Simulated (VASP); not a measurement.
# Mg5ZnO6 (P-3m1) in VASP: single point with PBE

Aim: the single point of Mg5ZnO6 with PBE.

Program: VASP 6.6.1. These are calculated values, not measurements. Logs are shortened: lines on timing, memory, paths and dates and some standing lists are left out, and cuts for length are marked.

## (1) The cell of the first run

Symmetry: P-3m1, No. 164, trigonal system. Conventional cell: a = 3.019 Å, b = 3.019 Å, c = 14.767 Å, α = 90.00°, β = 90.00°, γ = 120.00°. Mg (site symmetry 3m) has 6 O at 2.11 to 2.13 Å within 2.8 Å. Within 2.8 Å of Mg (site symmetry 3m) lie 6 O at 2.13 Å. Within 2.8 Å of Mg (site symmetry -3m) lie 6 O at 2.13 Å. Zn (site symmetry -3m) has 6 O at 2.16 Å within 2.9 Å. Within 2.8 Å of O (site symmetry 3m) lie 3 Mg at 2.11 Å and 3 Zn at 2.16 Å. Within 2.8 Å of O (site symmetry 3m) lie 6 Mg at 2.13 Å. O (site symmetry 3m) has 6 Mg at 2.13 Å within 2.8 Å.

## (2) Single point, PBE

Input file POSCAR:

```
Mg5ZnO6
1.0
    3.0187913263      0.0000000289      0.0000000000
   -1.5093956881      2.6143499628      0.0000000000
    0.0000000000      0.0000000000     14.7673283000
Mg Zn O
5 1 6
Direct
    0.3333333333      0.6666666667      0.8323040000
    0.6666666667      0.3333333333      0.1676960000
    0.3333333333      0.6666666667      0.3338970000
    0.0000000000      0.0000000000      0.5000000000
    0.6666666667      0.3333333333      0.6661030000
    0.0000000000      0.0000000000      0.0000000000
    0.6666666667      0.3333333333      0.9133950000
    0.3333333333      0.6666666667      0.0866050000
    0.0000000000      0.0000000000      0.2508630000
    0.6666666667      0.3333333333      0.4169520000
    0.3333333333      0.6666666667      0.5830480000
    0.0000000000      0.0000000000      0.7491370000
```

Input file INCAR.step1:

```
PREC     = Accurate       # precision mode
ENCUT    = 520            # plane-wave cutoff, eV
EDIFF    = 1E-6           # SCF threshold, eV
ISMEAR   = 0              # smearing method
SIGMA    = 0.02           # smearing width, eV
LREAL    = False          # projectors in reciprocal space
LASPH    = True           # aspherical terms in the spheres
NELM     = 60             # most SCF steps
ALGO     = Normal         # electronic algorithm
ISIF     = 2              # what is computed and relaxed
LWAVE    = False          # write WAVECAR
LCHARG   = True           # write CHGCAR
GGA      = PE             # functional
NBANDS   = 41             # bands
```

Input file KPOINTS.step1:

```
Automatic mesh
0
Gamma
  12 12 2
```

Input file INCAR.step2:

```
PREC     = Accurate       # precision mode
ENCUT    = 520            # plane-wave cutoff, eV
EDIFF    = 1E-6           # SCF threshold, eV
ISMEAR   = -5             # smearing method
SIGMA    = 0.02           # smearing width, eV
LREAL    = False          # projectors in reciprocal space
LASPH    = True           # aspherical terms in the spheres
NELM     = 60             # most SCF steps
ALGO     = Normal         # electronic algorithm
ISIF     = 2              # what is computed and relaxed
LWAVE    = False          # write WAVECAR
LCHARG   = False          # write CHGCAR
GGA      = PE             # functional
LORBIT   = 11             # projections on sites
NBANDS   = 41             # bands
NEDOS    = 1001           # points of the DOS
ICHARG   = 11             # starting density
```

Input file KPOINTS.step2:

```
Automatic mesh
0
Gamma
  18 18 3
```

Potentials or basis: VASP PAW PBE potentials, release 64 (Mg, Zn, O).

The run is started by

```console
cat potpaw_PBE.64/Mg/POTCAR potpaw_PBE.64/Zn/POTCAR potpaw_PBE.64/O/POTCAR > POTCAR
cp INCAR.step1 INCAR
cp KPOINTS.step1 KPOINTS
mpirun -np 1 vasp_std > vasp.out
cp INCAR.step2 INCAR
cp KPOINTS.step2 KPOINTS
mpirun -np 1 vasp_std > vasp.out
```

OUTCAR:

```text
PREC = Accurate
   ENCUT = 520
   EDIFF = 1E-6
   ISMEAR = -5
   LREAL = False
   LASPH = True
   NELM = 60
   ISIF = 2
   GGA = PE
   LORBIT = 11
   ICHARG = 11

 ion  position               nearest neighbor table
   1  0.333  0.667  0.832-   7 2.11   7 2.11   7 2.11  12 2.13  12 2.13  12 2.13   5 3.01   5 3.01
                             5 3.01   6 3.03   6 3.03   6 3.03
   2  0.667  0.333  0.168-   8 2.11   8 2.11   8 2.11   9 2.13   9 2.13   9 2.13   3 3.01   3 3.01
                             3 3.01   6 3.03   6 3.03   6 3.03
   3  0.333  0.667  0.334-   9 2.13   9 2.13   9 2.13  10 2.13  10 2.13  10 2.13   4 3.01   4 3.01
                             4 3.01   2 3.01   2 3.01   2 3.01
   4  0.000  0.000  0.500-  10 2.13  11 2.13  11 2.13  10 2.13  10 2.13  11 2.13   3 3.01   5 3.01
                             3 3.01   5 3.01   3 3.01   5 3.01
   5  0.667  0.333  0.666-  12 2.13  12 2.13  12 2.13  11 2.13  11 2.13  11 2.13   4 3.01   4 3.01
                             4 3.01   1 3.01   1 3.01   1 3.01
   6  0.000  0.000  0.000-   7 2.16   8 2.16   8 2.16   7 2.16   7 2.16   8 2.16   1 3.03   2 3.03
                             1 3.03   2 3.03   1 3.03   2 3.03
   7  0.667  0.333  0.913-   1 2.11   1 2.11   1 2.11   6 2.16   6 2.16   6 2.16
   8  0.333  0.667  0.087-   2 2.11   2 2.11   2 2.11   6 2.16   6 2.16   6 2.16
   9  0.000  0.000  0.251-   3 2.13   3 2.13   3 2.13   2 2.13   2 2.13   2 2.13
  10  0.667  0.333  0.417-   4 2.13   4 2.13   4 2.13   3 2.13   3 2.13   3 2.13
  11  0.333  0.667  0.583-   4 2.13   4 2.13   4 2.13   5 2.13   5 2.13   5 2.13
  12  0.000  0.000  0.749-   5 2.13   5 2.13   5 2.13   1 2.13   1 2.13   1 2.13

  LATTYP: Found a hexagonal cell.
 ALAT       =     3.0187913263
 C/A-ratio  =     4.8918016199

  Lattice vectors:

 A1 = (   3.0187913263,   0.0000000289,   0.0000000000)
 A2 = (  -1.5093956881,   2.6143499628,   0.0000000000)
 A3 = (   0.0000000000,   0.0000000000,  14.7673283000)

Analysis of symmetry for initial positions (statically):
=====================================================================
 Subroutine PRICEL returns:
 Original cell was already a primitive cell.

 Routine SETGRP: Setting up the symmetry group for a
 hexagonal supercell.

 Subroutine GETGRP returns: Found 12 space group operations
 (whereof 12 operations were pure point group operations)
 out of a pool of 24 trial point group operations.

The static configuration has the point symmetry D_3d.

Analysis of symmetry for dynamics (positions and initial velocities):
=====================================================================
 Subroutine PRICEL returns:
 Original cell was already a primitive cell.

 Routine SETGRP: Setting up the symmetry group for a
 hexagonal supercell.

 Subroutine GETGRP returns: Found 12 space group operations
 (whereof 12 operations were pure point group operations)
 out of a pool of 24 trial point group operations.

The dynamic configuration has the point symmetry D_3d.

 Subroutine INISYM returns: Found 12 space group operations
 (whereof 12 operations are pure point group operations),
 and found     1 'primitive' translations

----------------------------------------------------------------------------------------

                                     Primitive cell

  volume of cell :     116.5464

  direct lattice vectors                    reciprocal lattice vectors
     3.018791326  0.000000029  0.000000000     0.331258403  0.191252133  0.000000000
    -1.509395688  2.614349963  0.000000000    -0.000000004  0.382504259  0.000000000
     0.000000000  0.000000000 14.767328300     0.000000000  0.000000000  0.067717056

  length of vectors
     3.018791326  3.018791326 14.767328300     0.382504259  0.382504259  0.067717056

  position of ions in fractional coordinates (direct lattice)
     0.333333333  0.666666667  0.832304000
     0.666666667  0.333333333  0.167696000
     0.333333333  0.666666667  0.333897000
     0.000000000  0.000000000  0.500000000
     0.666666667  0.333333333  0.666103000
     0.000000000  0.000000000  0.000000000
     0.666666667  0.333333333  0.913395000
     0.333333333  0.666666667  0.086605000
     0.000000000  0.000000000  0.250863000
     0.666666667  0.333333333  0.416952000
     0.333333333  0.666666667  0.583048000
[... 39 lines left out ...]

 Subroutine IBZKPT returns following result:
 ===========================================

 Found    101 irreducible k-points:

 Following reciprocal coordinates:
            Coordinates               Weight
  0.000000  0.000000  0.000000      1.000000
  0.055556 -0.000000  0.000000      6.000000
  0.111111 -0.000000  0.000000      6.000000
  0.166667 -0.000000  0.000000      6.000000
  0.222222  0.000000  0.000000      6.000000
  0.277778  0.000000  0.000000      6.000000
[... 16 lines left out ...]
  0.333333  0.111111  0.000000     12.000000
  0.388889  0.111111  0.000000     12.000000
 [... further k-points ...]
   k-points           NKPTS =    101   k-points in BZ     NKDIM =    101   number of bands    NBANDS=     41
   number of dos      NEDOS =   1001   number of ions     NIONS =     12
   total plane-waves  NPLWV =  64512
   dimension x,y,z NGX =    24 NGY =   24 NGZ =  112
   dimension x,y,z NGXF=    48 NGYF=   48 NGZF=  224
   ions per type =               5   1   6
   NGX,Y,Z   is equivalent  to a cutoff of  13.22, 13.22, 12.61 a.u.
   NGXF,Y,Z  is equivalent  to a cutoff of  26.43, 26.43, 25.22 a.u.
 SYSTEM =  unknown system
   PREC   = accura    normal or accurate (medium, high low for compatibility)
   ISTART =      0    job   : 0-new  1-cont  2-samecut
   ICHARG =     11    charge: 1-file 2-atom 10-const
   ISPIN  =      1    spin polarized calculation?
   LNONCOLLINEAR =      F non collinear calculations
   LSORBIT =      F    spin-orbit coupling
   LASPH  =      T    aspherical Exc in radial PAW
   ENCUT  =  520.0 eV  38.22 Ry    6.18 a.u.   5.61  5.61 27.46*2*pi/ulx,y,z
   NELM   =     60;   NELMIN=  2; NELMDL=  0     # of ELM steps
   EDIFF  = 0.1E-05   stopping-criterion for ELM
   LREAL  =      F    real-space projection
[... 7 lines left out ...]
   TEBEG  =    0.0;   TEEND  =   0.0 temperature during run
   PSTRESS=    0.0 pullay stress
   NELECT =      58.0000    total number of electrons
   NUPDOWN=      -1.0000    fix difference up-down
   EMIN   =  10.00;   EMAX   =-10.00  energy-range for DOS
   EFERMI =   0.00;   METHOD = LEGACY
   ISMEAR =    -5;   SIGMA  =   0.02  broadening in eV -4-tet -1-fermi 0-gaus
   EFERMI_NEDOS =   21; number of points for ismear=-14 and -15
   IALGO  =     38    algorithm
   IMIX   =      4    mixing-type and parameters
     AMIX     =   0.40;   BMIX     =  1.00
     AMIX_MAG =   1.60;   BMIX_MAG =  1.00
  volume/ion in A,a.u.               =       9.71        65.54
  Fermi-wavevector in a.u.,A,eV,Ry     =   1.297332  2.451603 22.899574  1.683071
  Thomas-Fermi vector in A             =   2.428732
   LORBIT       =     11    0 simple, 1 ext, 2 COOP (PROOUT), +10 PAW based schemes
   GGA     = PE    functional components
   LHFCALC =     F    Hartree Fock is set to
   AEXX    =    0.0000 exact exchange contribution
   IVDW    =     0    specifies the selected vdW correction
   LEPSILON=     F    determine dielectric tensor
   LRPA    =     F    only Hartree local field effects (RPA)
 non-spin polarized calculation
 Fermi weights with tetrahedron method with Bloechl corrections
  energy-cutoff  :      520.00
  volume of cell :      116.55
 maximum number of plane-waves:      3199
 NGX is ok and might be reduce to    24

 number of electron      58.0000020 magnetization

 Free energy of the ion-electron system (eV)
  ---------------------------------------------------
  ext. energy  EPLUGINS =         0.00000000
  ---------------------------------------------------
  free energy    TOTEN  =       -68.19588513 eV

  energy without entropy =      -68.19588513  energy(sigma->0) =      -68.19588513

 E-fermi :   3.0382     XC(G=0): -11.1381

 val. band max:        3.0137266918   @ k =   0.0000   0.0000   0.3333
 cond. band min:       6.2952349704   @ k =   0.0000   0.0000   0.0000
 fundamental gap:      3.2815082787
 Fermi energy:         3.0382075039

 k-point     1 :       0.0000    0.0000    0.0000
  band No.  band energies     occupation
      1     -14.5207      2.00000
      2     -14.1679      2.00000
      3     -14.1496      2.00000
      4     -13.6282      2.00000
      5     -13.5038      2.00000
      6     -13.1861      2.00000
[... 1045 lines left out ...]
     40      14.4061      0.00000
     41      14.7400      0.00000

 [... further k-points ...]

------------------------ aborting loop because EDIFF is reached ----------------------------------------

  FORCE on cell =-STRESS in cart. coord.  units (eV):
  Direction    XX          YY          ZZ          XY          YZ          ZX
  --------------------------------------------------------------------------------------
  -------------------------------------------------------------------------------------
  Total       -0.3418275     -0.3418275     -0.3146773     -0.0000000      0.0000000      0.0000000
  in kB       -4.6991445     -4.6991445     -4.3259070     -0.0000000      0.0000000      0.0000000
  external PRESSURE =      -4.5747320 kB  Pullay stress =       0.0000000 kB

 VOLUME and BASIS-vectors are now :
 -----------------------------------------------------------------------------
  energy-cutoff  :      520.00
  volume of cell :      116.55
      direct lattice vectors                 reciprocal lattice vectors
     3.018791326  0.000000029  0.000000000     0.331258403  0.191252133  0.000000000
    -1.509395688  2.614349963  0.000000000    -0.000000004  0.382504259  0.000000000
     0.000000000  0.000000000 14.767328300     0.000000000  0.000000000  0.067717056

 POSITION                                       TOTAL-FORCE (eV/Angst)
 -----------------------------------------------------------------------------------
     -0.00000      1.74290     12.29091        -0.000000      0.000000     -0.006057
      1.50940      0.87145      2.47642        -0.000000      0.000000      0.006057
     -0.00000      1.74290      4.93077        -0.000000      0.000000     -0.001086
      0.00000      0.00000      7.38366        -0.000000     -0.000000      0.000000
      1.50940      0.87145      9.83656        -0.000000      0.000000      0.001086
      0.00000      0.00000      0.00000        -0.000000     -0.000000      0.000000
      1.50940      0.87145     13.48840        -0.000000      0.000000     -0.070122
     -0.00000      1.74290      1.27892         0.000000     -0.000000      0.070122
      0.00000      0.00000      3.70458        -0.000000      0.000000      0.000591
      1.50940      0.87145      6.15727        -0.000000      0.000000     -0.000107
     -0.00000      1.74290      8.61006        -0.000000     -0.000000      0.000107
      0.00000      0.00000     11.06275        -0.000000     -0.000000     -0.000591
 -----------------------------------------------------------------------------------
    total drift:                                0.000000     -0.000000      0.000000

  FREE ENERGIE OF THE ION-ELECTRON SYSTEM (eV)
  ---------------------------------------------------
  free  energy   TOTEN  =       -68.1958851263 eV

  energy  without entropy=      -68.1958851263  energy(sigma->0) =      -68.19588513

 total charge

# of ion       s       p       d       tot
------------------------------------------
    1        0.144   0.168   0.073   0.385
    2        0.144   0.168   0.073   0.385
    3        0.144   0.168   0.073   0.385
    4        0.144   0.168   0.073   0.385
    5        0.144   0.168   0.073   0.385
    6        0.398   0.393   9.908  10.699
    7        1.552   3.487   0.000   5.038
    8        1.552   3.487   0.000   5.038
    9        1.542   3.540   0.000   5.082
   10        1.542   3.540   0.000   5.082
   11        1.542   3.540   0.000   5.082
   12        1.542   3.540   0.000   5.082
--------------------------------------------------
tot         10.388  22.366  10.273  43.026
```

It took 9.4 min on 1 thread of Oxide Virtual Turin-like, shared host; peak memory 0.49 GiB.

Results:

```yaml
Valence_electrons_inside_the_program's_atomic_spheres: Mg 0.39; Zn 10.70; O 5.04, 5.08 (each value once)
```

Levels at points of the mesh, in eV from the valence-band top:
```
           k point  band 26  band 27  band 28  band 29  band 30  band 31  band 32  band 33
(0.00, 0.00, 0.00)    -0.31    -0.31     0.00     0.00     3.28     5.01     5.40     6.65
(0.50, 0.00, 0.00)    -1.10    -0.97    -0.38    -0.29     6.62     6.94     8.10     8.58
```
